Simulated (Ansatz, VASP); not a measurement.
# Two plane-wave programs on Os

INCAR

```
SYSTEM = Os
ALGO = Normal
EDIFF = 1E-7
EDIFFG = -0.01
ENCUT = 600
GGA = RP
GGA_COMPAT = .False.
IBRION = 2
ISIF = 3
ISMEAR = -1
LASPH = .True.
LCHARG = .False.
LREAL = .False.
LWAVE = .False.
NELM = 120
NELMIN = 4
NSW = 80
PREC = Accurate
SIGMA = 0.1
```

The input KPOINTS:

```
k-points
0
Gamma
  13 13 13
  0 0 0
```

The input POSCAR:

```
Os
1.0
    2.4722656457      0.0000000000      0.0000000000
    0.0000000000      2.4722656457      0.0000000000
    0.0000000000      0.0000000000      2.4722656457
Os
1
Direct
    0.0000000000      0.0000000000      0.0000000000
```

Input for Ansatz:

```yaml
crystal:
  lattice:
    - [2.4722656457, 0.0, 0.0]
    - [0.0, 2.4722656457, 0.0]
    - [0.0, 0.0, 2.4722656457]
  atoms:
    - { symbol: Os, position: [0.0, 0.0, 0.0] }
hamiltonian:
  xc: rpbe
  pseudopotentials:
    kind: paw
    azcp:
      Os: "pseudopotentials/Os.paw.azcp"
basis:
  ecutwfc: 420
  fft_grid_basis: typed
kpoints:
  mp_grid: { grid: [13, 13, 13], shift: [0, 0, 0] }
magnetization:
  spin_polarized: false
scf:
  occupations: { method: fermi_dirac, width: 0.1 }
relax:
  max_steps: 60
  f_tol: 0.01
  cell: {}
```

Alike in both runs: task relaxation of cell and atoms; functional RPBE; k mesh 13 × 13 × 13; occupations fermi-dirac, width 0.1 eV; no spin polarisation.

|  | VASP | Ansatz |
| --- | --- | --- |
| version | VASP 6.6.1 | Ansatz 0.2.0 |
| potentials or method | VASP PAW PBE potentials, release 64 (Os), cutoff 600 eV | plane waves (420 eV) with PAW, scalar-relativistic |
| valence electrons in the cell | 8 | 16 |

VASP gave:

* relaxed volume (Å³/atom): 16.91
* relaxed cell length with the largest relative difference (Å): 2.567

Question: What did Ansatz give for the same quantities?

Answer: Relaxed volume (Å³/atom): 16.94; relaxed cell length with the largest relative difference (Å): 2.568.

VASP's potentials were made for PBE, not for RPBE. VASP's potentials hold 8 valence electrons a cell and Ansatz's 16, so a difference there can come from the potentials and not from the codes.

Spin-orbit coupling is off throughout.
